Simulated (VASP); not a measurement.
# Sb (I4/mmm) in VASP: notebook

Sb is run at these levels: PBEsol; tasks: single point.

Program: VASP 6.6.1. These are calculated values, not measurements. Logs are shortened: lines on timing, memory, paths and dates and some standing lists are left out, and cuts for length are marked.

**1. The cell of the first run**

Symmetry: I4/mmm, No. 139, tetragonal system. Conventional cell: a = 3.260 Å, b = 3.260 Å, c = 4.518 Å, α = 90.00°, β = 90.00°, γ = 90.00°. Sb (site symmetry 4/mmm) has 12 Sb at 3.23 to 3.26 Å within 4.2 Å.

**2. Single point, PBEsol (zz strain of -2 %)**

The input, INCAR:

```
SYSTEM = Sb
ALGO = Normal
EDIFF = 1E-6
ENCUT = 520
GGA = PS
ISIF = 2
ISMEAR = -1
LASPH = .True.
LCHARG = .False.
LREAL = .False.
LWAVE = .False.
NBANDS = 8
NELM = 60
PREC = Accurate
SIGMA = 0.05
```

The input, KPOINTS:

```
k-points
0
Gamma
  12 12 12
  0 0 0
```

The input, POSCAR:

```
Sb
1.0
    0.0000000000      2.3050000000      2.2589000000
    2.3050000000      0.0000000000      2.2589000000
    2.3050000000      2.3050000000      0.0000000000
Sb
1
Direct
    0.0000000000      0.0000000000      0.0000000000
```

Potentials or basis: VASP PAW PBE potentials, release 64 (Sb).

Started as:

```bash
> cat potpaw_PBE.64/Sb/POTCAR > POTCAR
> mpirun -np 1 vasp_std > vasp.out
```

OUTCAR:

```text
SYSTEM = Sb
   EDIFF = 1E-6
   ENCUT = 520
   GGA = PS
   ISIF = 2
   ISMEAR = -1
   LASPH = .True.
   LREAL = .False.
   NELM = 60
   PREC = Accurate

 ion  position               nearest neighbor table
   1  0.000  0.000  0.000-

  LATTYP: Found a body centered tetragonal cell.
 ALAT       =     3.2597622613
 C/A-ratio  =     1.3859292911

  Lattice vectors:

 A1 = (   0.0000000000,  -2.3050000000,  -2.2589000000)
 A2 = (   0.0000000000,   2.3050000000,  -2.2589000000)
 A3 = (   2.3050000000,   0.0000000000,   2.2589000000)

Analysis of symmetry for initial positions (statically):
=====================================================================
 Subroutine PRICEL returns:
 Original cell was already a primitive cell.

 Routine SETGRP: Setting up the symmetry group for a
 body centered tetragonal supercell.

 Subroutine GETGRP returns: Found 16 space group operations
 (whereof 16 operations were pure point group operations)
 out of a pool of 16 trial point group operations.

The static configuration has the point symmetry D_4h.

Analysis of symmetry for dynamics (positions and initial velocities):
=====================================================================
 Subroutine PRICEL returns:
 Original cell was already a primitive cell.

 Routine SETGRP: Setting up the symmetry group for a
 body centered tetragonal supercell.

 Subroutine GETGRP returns: Found 16 space group operations
 (whereof 16 operations were pure point group operations)
 out of a pool of 16 trial point group operations.

The dynamic configuration has the point symmetry D_4h.

 Subroutine INISYM returns: Found 16 space group operations
 (whereof 16 operations are pure point group operations),
 and found     1 'primitive' translations

----------------------------------------------------------------------------------------

                                     Primitive cell

  volume of cell :      24.0032

  direct lattice vectors                    reciprocal lattice vectors
     0.000000000  2.305000000  2.258900000    -0.216919740  0.216919740  0.221346673
     2.305000000  0.000000000  2.258900000     0.216919740 -0.216919740  0.221346673
     2.305000000  2.305000000  0.000000000     0.216919740  0.216919740 -0.221346673

  length of vectors
     3.227329269  3.227329269  3.259762261     0.378289171  0.378289171  0.378289171

  position of ions in fractional coordinates (direct lattice)
     0.000000000  0.000000000  0.000000000

  ion indices of the primitive-cell ions
   primitive index   ion index
                 1           1

----------------------------------------------------------------------------------------

 KPOINTS: k-points

Automatic generation of k-mesh.
 Grid dimensions read from file:
 generate k-points for:   12   12   12

 Generating k-lattice:

  Cartesian coordinates                     Fractional coordinates (reciprocal lattice)
    -0.018076645  0.018076645  0.018445556     0.083333333  0.000000000  0.000000000
     0.018076645 -0.018076645  0.018445556     0.000000000  0.083333333  0.000000000
     0.018076645  0.018076645 -0.018445556     0.000000000  0.000000000  0.083333333

  Length of vectors
     0.031524098  0.031524098  0.031524098

  Shift w.r.t. Gamma in fractional coordinates (k-lattice)
     0.000000000  0.000000000  0.000000000

 Subroutine IBZKPT returns following result:
 ===========================================

 Found    163 irreducible k-points:

 Following reciprocal coordinates:
            Coordinates               Weight
  0.000000  0.000000  0.000000      1.000000
  0.083333  0.000000  0.000000      8.000000
  0.166667 -0.000000  0.000000      8.000000
  0.250000  0.000000  0.000000      8.000000
  0.333333  0.000000  0.000000      8.000000
  0.416667  0.000000  0.000000      8.000000
[... 16 lines left out ...]
  0.500000  0.166667  0.000000      8.000000
 -0.416667  0.166667  0.000000      8.000000
 [... further k-points ...]
   k-points           NKPTS =    163   k-points in BZ     NKDIM =    163   number of bands    NBANDS=      8
   number of dos      NEDOS =    301   number of ions     NIONS =      1
   total plane-waves  NPLWV =  13824
   dimension x,y,z NGX =    24 NGY =   24 NGZ =   24
   dimension x,y,z NGXF=    48 NGYF=   48 NGZF=   48
   ions per type =               1
   NGX,Y,Z   is equivalent  to a cutoff of  12.36, 12.36, 12.24 a.u.
   NGXF,Y,Z  is equivalent  to a cutoff of  24.73, 24.73, 24.48 a.u.
 SYSTEM =  Sb
   PREC   = accura    normal or accurate (medium, high low for compatibility)
   ISTART =      0    job   : 0-new  1-cont  2-samecut
   ICHARG =      2    charge: 1-file 2-atom 10-const
   ISPIN  =      1    spin polarized calculation?
   LNONCOLLINEAR =      F non collinear calculations
   LSORBIT =      F    spin-orbit coupling
   LASPH  =      T    aspherical Exc in radial PAW
   ENCUT  =  520.0 eV  38.22 Ry    6.18 a.u.   6.00  6.00  6.06*2*pi/ulx,y,z
   NELM   =     60;   NELMIN=  2; NELMDL= -5     # of ELM steps
   EDIFF  = 0.1E-05   stopping-criterion for ELM
   LREAL  =      F    real-space projection
   EDIFFG = 0.1E-04   stopping-criterion for IOM
   NSW    =      0    number of steps for IOM
   IBRION =     -1    ionic relax: 0-MD 1-quasi-New 2-CG
   NFREE  =      0    steps in history (QN), initial steepest desc. (CG)
   ISIF   =      2    stress and relaxation
   ISYM   =      2    0-nonsym 1-usesym 2-fastsym
   POTIM  = 0.5000    time-step for ionic-motion
   TEBEG  =    0.0;   TEEND  =   0.0 temperature during run
   PSTRESS=    0.0 pullay stress
   NELECT =       5.0000    total number of electrons
   NUPDOWN=      -1.0000    fix difference up-down
   EMIN   =  10.00;   EMAX   =-10.00  energy-range for DOS
   EFERMI =   0.00;   METHOD = LEGACY
   ISMEAR =    -1;   SIGMA  =   0.05  broadening in eV -4-tet -1-fermi 0-gaus
   EFERMI_NEDOS =   21; number of points for ismear=-14 and -15
   IALGO  =     38    algorithm
   IMIX   =      4    mixing-type and parameters
     AMIX     =   0.40;   BMIX     =  1.00
     AMIX_MAG =   1.60;   BMIX_MAG =  1.00
  volume/ion in A,a.u.               =      24.00       161.98
  Fermi-wavevector in a.u.,A,eV,Ry     =   0.970455  1.833893 12.813723  0.941782
  Thomas-Fermi vector in A             =   2.100591
   LORBIT       =      0    0 simple, 1 ext, 2 COOP (PROOUT), +10 PAW based schemes
   GGA     = PS    functional components
   LHFCALC =     F    Hartree Fock is set to
   AEXX    =    0.0000 exact exchange contribution
   IVDW    =     0    specifies the selected vdW correction
   LEPSILON=     F    determine dielectric tensor
   LRPA    =     F    only Hartree local field effects (RPA)
 non-spin polarized calculation
  energy-cutoff  :      520.00
  volume of cell :       24.00
 maximum number of plane-waves:       660
   NGX = 11   NGY = 11   NGZ = 13

 number of electron       4.9999999 magnetization

 Free energy of the ion-electron system (eV)
  ---------------------------------------------------
  ext. energy  EPLUGINS =         0.00000000
  ---------------------------------------------------
  free energy    TOTEN  =        -4.25144367 eV

  energy without entropy =       -4.24522619  energy(sigma->0) =       -4.24833493

 E-fermi :  10.0219     XC(G=0): -10.8377

 val. band max:       10.0176895028   @ k =  -0.1667   0.4167   0.3333
 cond. band min:      10.0234485583   @ k =  -0.1667   0.0000   0.1667
 fundamental gap:      0.0057590555
 Fermi energy:        10.0219220402

 k-point     1 :       0.0000    0.0000    0.0000
  band No.  band energies     occupation
      1      -3.9455      2.00000
      2      16.1384      0.00000
      3      16.1646      0.00000
      4      16.1646      0.00000
      5      20.1864      0.00000
      6      20.3037      0.00000
      7      20.3037      0.00000
      8      20.4272      0.00000

 k-point     2 :       0.0833    0.0000    0.0000
  band No.  band energies     occupation
      1      -3.7923      2.00000
      2      14.6648      0.00000
      3      15.9139      0.00000
      4      15.9405      0.00000
      5      19.2295      0.00000
      6      20.6699      0.00000
      7      20.7326      0.00000
      8      22.3192      0.00000

 k-point     3 :       0.1667   -0.0000    0.0000
  band No.  band energies     occupation
      1      -3.3339      2.00000
      2      11.9395      0.00000
      3      15.3736      0.00000
      4      15.4880      0.00000
      5      18.8314      0.00000
      6      21.1943      0.00000
      7      21.3701      0.00000
      8      22.7573      0.00000

 k-point     4 :       0.2500    0.0000    0.0000
  band No.  band energies     occupation
      1      -2.5759      2.00000
      2       9.1654      2.00000
      3      14.8144      0.00000
      4      15.0196      0.00000
      5      18.6275      0.00000
      6      20.6057      0.00000
      7      20.9304      0.00000
      8      22.0039      0.00000

 k-point     5 :       0.3333    0.0000    0.0000
  band No.  band energies     occupation
      1      -1.5391      2.00000
      2       6.6172      2.00000
      3      14.3643      0.00000
      4      14.6473      0.00000
      5      18.5962      0.00000
      6      19.8623      0.00000
      7      20.1653      0.00000
      8      20.9213      0.00000

 k-point     6 :       0.4167    0.0000    0.0000
  band No.  band energies     occupation
      1      -0.3161      2.00000
      2       4.4666      2.00000
      3      14.0778      0.00000
      4      14.4142      0.00000
      5      18.7221      0.00000
      6      19.3795      0.00000
      7      19.6730      0.00000
      8      20.0857      0.00000

 k-point     7 :       0.5000    0.0000    0.0000
  band No.  band energies     occupation
      1       0.4863      2.00000
      2       3.3519      2.00000
      3      13.9798      0.00000
      4      14.3353      0.00000
      5      18.8500      0.00000
      6      19.2149      0.00000
      7      19.5837      0.00000
      8      19.6390      0.00000

 k-point     8 :       0.0833    0.0833    0.0000
  band No.  band energies     occupation
      1      -3.7357      2.00000
      2      15.2308      0.00000
      3      15.2308      0.00000
      4      15.3647      0.00000
      5      18.4765      0.00000
      6      21.4029      0.00000
      7      21.4029      0.00000
      8      22.4801      0.00000

 k-point     9 :       0.1667    0.0833    0.0000
  band No.  band energies     occupation
      1      -3.3733      2.00000
      2      12.8750      0.00000
      3      14.4992      0.00000
      4      15.3358      0.00000
      5      18.3350      0.00000
      6      21.1381      0.00000
      7      21.5760      0.00000
      8      22.2769      0.00000

 k-point    10 :       0.2500    0.0833    0.0000
  band No.  band energies     occupation
      1      -2.7090      2.00000
      2      10.1180      0.25544
      3      13.9025      0.00000
      4      14.8731      0.00000
      5      18.5663      0.00000
      6      20.3969      0.00000
      7      21.7029      0.00000
      8      22.0328      0.00000
[... 78 lines left out ...]
 k-point    18 :      -0.0833    0.0833    0.0000
  band No.  band energies     occupation
      1      -3.5428      2.00000
      2      13.6659      0.00000
      3      14.2669      0.00000
      4      16.1846      0.00000
      5      19.2437      0.00000
      6      20.5605      0.00000
      7      21.4530      0.00000
      8      22.2050      0.00000

 k-point    19 :       0.1667    0.1667    0.0000
  band No.  band energies     occupation
      1      -3.1071      2.00000
      2      13.6377      0.00000
      3      13.6377      0.00000
      4      13.6620      0.00000
      5      16.9951      0.00000
      6      19.3992      0.00000
      7      23.4258      0.00000
      8      23.4258      0.00000

 k-point    20 :       0.2500    0.1667    0.0000
  band No.  band energies     occupation
      1      -2.5379      2.00000
      2      11.1683      0.00000
      3      12.9569      0.00000
      4      13.5929      0.00000
      5      17.0157      0.00000
      6      18.3402      0.00000
      7      23.6684      0.00000
      8      23.7696      0.00000

 k-point    21 :       0.3333    0.1667    0.0000
  band No.  band energies     occupation
      1      -1.6760      2.00000
      2       8.5943      2.00000
      3      12.5275      0.00000
      4      12.8851      0.00000
      5      16.7662      0.00000
      6      19.1304      0.00000
      7      22.9240      0.00000
      8      23.4138      0.00000

 k-point    22 :       0.4167    0.1667    0.0000
  band No.  band energies     occupation
      1      -0.5592      2.00000
      2       6.2438      2.00000
      3      12.0529      0.00000
      4      12.3834      0.00000
      5      16.4136      0.00000
      6      20.7745      0.00000
      7      22.0760      0.00000
      8      23.0838      0.00000

 k-point    23 :       0.5000    0.1667    0.0000
  band No.  band energies     occupation
      1       0.6240      2.00000
      2       4.3935      2.00000
      3      11.3138      0.00000
      4      12.5385      0.00000
      5      16.3932      0.00000
      6      21.4168      0.00000
      7      21.6267      0.00000
      8      23.7298      0.00000

 k-point    24 :      -0.4167    0.1667    0.0000
  band No.  band energies     occupation
      1       0.8431      2.00000
      2       4.1056      2.00000
      3      10.7747      0.00000
      4      12.9874      0.00000
      5      16.6995      0.00000
      6      20.9832      0.00000
      7      21.3957      0.00000
      8      24.8819      0.00000

 [... further k-points ...]
[... 5 lines left out ...]
  --------------------------------------------------------------------------------------
  -------------------------------------------------------------------------------------
  Total        1.0732046      1.0732046      1.0817025      0.0000000      0.0000000      0.0000000
  in kB       71.6348345     71.6348345     72.2020566      0.0000000      0.0000000      0.0000000
  external PRESSURE =      71.8239085 kB  Pullay stress =       0.0000000 kB

 VOLUME and BASIS-vectors are now :
 -----------------------------------------------------------------------------
  energy-cutoff  :      520.00
  volume of cell :       24.00
      direct lattice vectors                 reciprocal lattice vectors
     0.000000000  2.305000000  2.258900000    -0.216919740  0.216919740  0.221346673
     2.305000000  0.000000000  2.258900000     0.216919740 -0.216919740  0.221346673
     2.305000000  2.305000000  0.000000000     0.216919740  0.216919740 -0.221346673

 POSITION                                       TOTAL-FORCE (eV/Angst)
 -----------------------------------------------------------------------------------
      0.00000      0.00000      0.00000         0.000000     -0.000000      0.000000
 -----------------------------------------------------------------------------------
    total drift:                               -0.000000      0.000000      0.000000

  FREE ENERGIE OF THE ION-ELECTRON SYSTEM (eV)
  ---------------------------------------------------
  free  energy   TOTEN  =        -4.2514436669 eV

  energy  without entropy=       -4.2452261922  energy(sigma->0) =       -4.24833493
```

It took 12 s on 1 thread of Intel Xeon Platinum 8259CL at 2.50GHz (Skylake/Cascade Lake), shared host; peak memory 0.16 GiB.

Results:

```yaml
Free_energy: -4.2514 eV
Pressure: 7.2 GPa
```

Caveat: the cell differs from its parent crystal (zz strain of -2 %); the PAW data sets were made with another functional, which shifts forces and pressure a little; spin-orbit coupling is left out, which moves the levels of the heavy elements.

**3. Single point, PBEsol (equal xx and yy strain of -1 %)**

The input, INCAR:

```
PREC = Accurate ; ENCUT = 520
EDIFF = 1E-7 ; ISMEAR = -1
SIGMA = 0.05 ; LREAL = F
LASPH = T ; NELM = 100
ALGO = Normal ; ISIF = 2
LWAVE = F ; LCHARG = F
GGA = PS ; NBANDS = 8
```

The input, KPOINTS:

```
regular mesh
0
Gamma
  12 12 12
```

The input, POSCAR:

```
Sb
1.0
    0.0000000000      2.2819500000      2.3050000000
    2.2819500000      0.0000000000      2.3050000000
    2.2819500000      2.2819500000      0.0000000000
Sb
1
Direct
    0.0000000000      0.0000000000      0.0000000000
```

Potentials or basis: VASP PAW PBE potentials, release 64 (Sb).

Started as:

```bash
> cat potpaw_PBE.64/Sb/POTCAR > POTCAR
> mpirun -np 1 vasp_std > vasp.out
```

Wall time 29 s (1 thread of AMD EPYC 7R43 (Zen 3), shared host); peak memory 0.12 GiB.

It converged, with:

```yaml
Free_energy: -4.2517 eV
Pressure: 7.1 GPa
```

Stress tensor (GPa, compression positive):
```
7.12 0.00 0.00
0.00 7.12 0.00
0.00 0.00 7.03
```

Levels at points of the mesh, in eV from the Fermi level:
| k point | band 1 | band 2 | band 3 | band 4 | band 5 | band 6 |
| --- | --- | --- | --- | --- | --- | --- |
| (0.00, 0.00, 0.00) | -13.96 | 6.13 | 6.13 | 6.14 | 10.16 | 10.28 |
| (0.50, 0.00, 0.00) | -9.53 | -6.67 | 4.05 | 4.23 | 8.88 | 9.32 |
| (0.50, 0.50, 0.00) | -7.66 | -5.70 | 0.42 | 0.42 | 4.30 | 4.58 |
| (0.50, 0.00, 0.50) | -7.51 | -5.61 | 0.24 | 0.32 | 4.14 | 4.48 |

Caveat: the cell differs from its parent crystal (equal xx and yy strain of -1 %); the PAW data sets were made with another functional, which shifts forces and pressure a little; spin-orbit coupling is left out, which moves the levels of the heavy elements.

**4. Single point, PBEsol (zz strain of -1 %)**

The input, INCAR:

```
SYSTEM = Sb
PREC = Accurate
ENCUT = 520
EDIFF = 1E-7
ISMEAR = -1
SIGMA = 0.05
LREAL = .False.
LASPH = .True.
NELM = 60
ALGO = Normal
ISIF = 2
LWAVE = .False.
LCHARG = .False.
GGA = PS
NBANDS = 8
```

The input, KPOINTS:

```
regular mesh
0
Gamma
  12 12 12
  0 0 0
```

The input, POSCAR:

```
Sb
1.0
    0.0000000000      2.3050000000      2.2819500000
    2.3050000000      0.0000000000      2.2819500000
    2.3050000000      2.3050000000      0.0000000000
Sb
1
Direct
    0.0000000000      0.0000000000      0.0000000000
```

Started as:

```bash
> cat potpaw_PBE.64/Sb/POTCAR > POTCAR
> mpirun -np 1 vasp_std > vasp.out
```

It took 59 s on 1 thread of AMD EPYC 7R43 (Zen 3), shared host; peak memory 0.12 GiB.

It converged, with:

```
Free energy : -4.2617 eV
Pressure    : 6.1 GPa
```

Stress tensor (GPa, compression positive):
```
6.11 0.00 0.00
0.00 6.11 0.00
0.00 0.00 6.19
```

Levels at points of the mesh, in eV from the Fermi level:
```tsv
k point	band 1	band 2	band 3	band 4	band 5	band 6
(0.00, 0.00, 0.00)	-13.87	6.05	6.06	6.06	10.17	10.27
(0.50, 0.00, 0.00)	-9.50	-6.59	4.00	4.18	8.82	9.25
(0.50, 0.50, 0.00)	-7.46	-5.52	0.24	0.24	4.08	4.45
(0.50, 0.00, 0.50)	-7.61	-5.61	0.34	0.41	4.23	4.55
```

Caveat: the cell differs from its parent crystal (zz strain of -1 %); the PAW data sets were made with another functional, which shifts forces and pressure a little; spin-orbit coupling is left out, which moves the levels of the heavy elements.

**5. Overview**

```tsv
cell	gap on the mesh (eV)	pressure (GPa)
a = 3.227, b = 3.227, c = 3.260 Å, angles 59.7, 59.7, 60.7°, 1 atom	none	7.2
a = 3.244, b = 3.244, c = 3.227 Å, angles 60.2, 60.2, 59.7°, 1 atom	none	7.1
a = 3.244, b = 3.244, c = 3.260 Å, angles 59.8, 59.8, 60.3°, 1 atom	none	6.1
```

Alike in all rows: task single point; level PBEsol; potentials or basis VASP PAW PBE potentials, release 64 (Sb); no spin polarisation; k mesh 12 × 12 × 12; cutoff (eV) 520; smearing fermi-dirac 0.05 eV.

Caveats: the PAW data sets were made with another functional, which shifts forces and pressure a little; spin-orbit coupling is left out, which moves the levels of the heavy elements.

Absolute energies hang on the potentials; compare differences alone.
